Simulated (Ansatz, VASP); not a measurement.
# Two plane-wave programs on SnO

```
Sn O
1.0
     3.35500    0.00000    0.00000
     0.00000    5.67410    0.00000
     0.00000    0.00000    4.22197
Sn O
2 2
Direct
  0.09484 0.28799 0.51314
  0.50000 0.76809 0.01314
  0.00000 0.89125 0.73686
  0.50000 0.10875 0.23686
```

Alike in both runs: task single point; functional LDA; k mesh 8 × 6 × 6; occupations gaussian, width 0.05 eV; no spin polarisation.

|  | VASP | Ansatz |
| --- | --- | --- |
| version | VASP 6.6.1 | Ansatz 0.2.0 |
| potentials or method | VASP PAW LDA potentials, release 64 (Sn_d, O), cutoff 520 eV | scalar-relativistic, plane waves, PAW |
| valence electrons in the cell | 40 | 40 |

```csv
,VASP,Ansatz,Ansatz less VASP
gap on the k mesh at the Fermi level (eV),0.87,0.89,+0.014
least direct gap on the mesh (eV),1.29,1.30,+0.014
pressure (GPa),-9.9,-10.1,-0.17
"traceless stress, the component that is largest in VASP (GPa)",-3.06,-3.06,-0.002
rms of the force components (eV/Å),0.925,0.952,+0.0264
```

LDA's correlation is that of Perdew and Zunger in VASP and of Perdew and Wang (1992) in Ansatz. Atom by atom the forces differ by 0.038 eV/Å (rms over components).
